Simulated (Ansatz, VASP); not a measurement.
# BaTiO3: VASP beside Ansatz

Contents of POSCAR:

```
BaTiO3
1.0
    4.0602859600      4.0602859600      0.0000000000
    0.0000000000      4.0602859600      4.0787611800
    4.0602859600      0.0000000000      4.0787611800
Ba Ti O
2 2 6
Direct
    0.0000000000      0.0000000000      0.0000000000
    0.5000000000      0.5000000000      0.5000000000
    0.2550000000      0.2450000000      0.2450000000
    0.7550000000      0.7450000000      0.7450000000
    0.4905000000      0.0095000000      0.0095000000
    0.9905000000      0.5095000000      0.5095000000
    0.4915000000      0.5085000000      0.0085000000
    0.9915000000      0.0085000000      0.5085000000
    0.4915000000      0.0085000000      0.5085000000
    0.9915000000      0.5085000000      0.0085000000
```

The input INCAR.step1:

```
SYSTEM = BaTiO3
PREC = Accurate
ENCUT = 520
ISMEAR = -1
SIGMA = 0.055
LREAL = .False.
LASPH = .True.
NELM = 100
NBANDS = 51
GGA = PE
ALGO = Normal
EDIFF = 1E-4
LWAVE = .True.
LCHARG = .False.
```

File INCAR.step2:

```
SYSTEM = BaTiO3
PREC = Accurate
ENCUT = 520
EDIFF = 1E-7
ISMEAR = -1
SIGMA = 0.055
LREAL = .False.
LASPH = .True.
NELM = 100
ALGO = Normal
ISIF = 2
LWAVE = .False.
LCHARG = .False.
METAGGA = R2SCAN
LMIXTAU = .True.
NBANDS = 51
ISTART = 1
```

KPOINTS

```
Automatic mesh
0
Gamma
  6 6 6
  0 0 0
```

Input for Ansatz:

```yaml
crystal:
  lattice:
    - [4.06028596, 4.06028596, 0.0]
    - [0.0, 4.06028596, 4.07876118]
    - [4.06028596, 0.0, 4.07876118]
  atoms:
    - { symbol: Ba, position: [0.0, 0.0, 0.0] }
    - { symbol: Ba, position: [0.5, 0.5, 0.5] }
    - { symbol: Ti, position: [0.255, 0.245, 0.245] }
    - { symbol: Ti, position: [0.755, 0.745, 0.745] }
    - { symbol: O, position: [0.4905, 0.0095, 0.0095] }
    - { symbol: O, position: [0.9905, 0.5095, 0.5095] }
    - { symbol: O, position: [0.4915, 0.5085, 0.0085] }
    - { symbol: O, position: [0.9915, 0.0085, 0.5085] }
    - { symbol: O, position: [0.4915, 0.0085, 0.5085] }
    - { symbol: O, position: [0.9915, 0.5085, 0.0085] }
  symmetry: { tolerance: 0.0003 }
kpoints:
  mp_grid: { grid: [6, 6, 6], shift: [0, 0, 0] }
  band_path:
    path:
      - [0.0, 0.0, 0.0]
      - [0.5, 0.5, 0.0]
      - [1.0, 0.5, 0.5]
      - [0.0, 0.0, 0.0]
      - [0.0, 0.5, 0.5]
      - [0.5, 1.0, 0.5]
      - [1.0, 1.0, 1.0]
      - [0.0, 0.5, 0.5]
      - [0.5, 0.5, 0.0]
      - [0.5, 1.0, 0.5]
      - [1.0, 0.5, 0.5]
    npoints: 6
magnetization:
  spin_polarized: false
scf:
  occupations: { method: fermi_dirac, width: 0.055 }
  lower_state_search: "off"
  max_iter: 200
hamiltonian:
  pseudopotentials: { kind: paw }
  xc: r2scan
basis:
  ecutwfc: 500
  fft_grid_basis: typed
output:
  forces: true
  stress: true
  eigenvalues: true
  bader: true
  populations: true
  elf: true
  write_potential: true
  volumetric_format: npy
  dos:
    e_range: [-12, 8]
    de: 0.05
    projected: { site_lists: { Ba: [Ba], O: [O], Ti: [Ti] } }
checkpoint:
  read: saved_state
```

Alike in both runs: task single point; functional r2SCAN; k mesh 6 × 6 × 6; occupations fermi-dirac, width 0.055 eV; no spin polarisation.

```csv
,VASP,Ansatz
version,VASP 6.6.1,Ansatz 0.2.0
potentials or method,"VASP PAW PBE potentials, release 64 (Ba_sv, Ti_sv, O), cutoff 520 eV",PAW plane waves
valence electrons in the cell,80,80
```

VASP gave:

| Property | Result |
| --- | --- |
| gap on the k mesh at the Fermi level (eV) | 2.05 |
| pressure (GPa) | -6.3 |
| traceless stress, the component that is largest in VASP (GPa) | 0.52 |
| rms of the force components (eV/Å) | 0.177 |

Question: Estimate Ansatz's values.

Answer: gap on the k mesh at the Fermi level (eV): 2.07; pressure (GPa): -7.9; traceless stress, the component that is largest in VASP (GPa): 0.46; rms of the force components (eV/Å): 0.204.

VASP's potentials were made for PBE, not for r2SCAN. Atom by atom the forces differ by 0.032 eV/Å (rms over components).

Neither program's run includes spin-orbit coupling.
